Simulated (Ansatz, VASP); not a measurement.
## One calculation of Lu, two programs

Contents of INCAR:

```
SYSTEM = Lu
ALGO = Fast
EDIFF = 1E-6
ENCUT = 520
GGA = PS
ISIF = 2
ISMEAR = -1
LASPH = .TRUE.
LCHARG = .FALSE.
LREAL = .FALSE.
LWAVE = .FALSE.
NBANDS = 32
NELM = 100
PREC = Accurate
SIGMA = 0.05
```

File KPOINTS:

```
k-points
0
G
  9 9 5
  0 0 0
```

Contents of POSCAR:

```
Lu
1.0
    3.5031000000      0.0000000000      0.0000000000
   -1.7515500000      3.0337735920      0.0000000000
    0.0000000000      0.0000000000      5.5509000000
Lu
2
Direct
    0.6687240000      0.3340780000      0.7522110000
    0.3321500000      0.6592670000      0.2488660000
```

Contents of input.yaml:

```yaml
crystal:
  lattice:
    - [3.5031, 0.0, 0.0]
    - [-1.75155, 3.033773592, 0.0]
    - [0.0, 0.0, 5.5509]
  atoms:
    - { symbol: Lu, position: [0.668724, 0.334078, 0.752211] }
    - { symbol: Lu, position: [0.33215, 0.659267, 0.248866] }
kpoints:
  mp_grid: { grid: [9, 9, 5] }
scf:
  occupations: { method: fermi_dirac, width: 0.05 }
hamiltonian:
  xc: pbesol
  pseudopotentials: { kind: all_electron, lapw: { basis_error: 0.001 } }
output:
  forces: true
  stress: true
  eigenvalues: true
  populations: true
```

Change from the starting cell: atoms moved at random, drawn with an rms of 0.05 Å.

Alike in both runs: task single point; functional PBEsol; k mesh 9 × 9 × 5; occupations fermi-dirac, width 0.05 eV; no spin polarisation.

```csv
,VASP,Ansatz
version,VASP 6.6.1,Ansatz 0.2.0
potentials or method,"VASP PAW PBE potentials, release 64 (Lu), cutoff 520 eV","all-electron LAPW, scalar-relativistic"
```

Ansatz gave:

| Property | Result |
| --- | --- |
| gap on the k mesh at the Fermi level (eV) | none |
| pressure (GPa) | -3.0 |
| traceless stress, the component that is largest in VASP (GPa) | -0.70 |
| rms of the force components (eV/Å) | 0.044 |

Problem. Which values does VASP return?

Solution. gap on the k mesh at the Fermi level (eV): none; pressure (GPa): -4.0; traceless stress, the component that is largest in VASP (GPa): -0.71; rms of the force components (eV/Å): 0.044.

VASP's potentials were made for PBE, not for PBEsol. Atom by atom the forces differ by 0.000 eV/Å (rms over components). A gap of «none» marks a metal or a gap that the smearing closes. Ansatz ran all-electron here, and VASP with PAW potentials.

Spin-orbit coupling is off throughout.
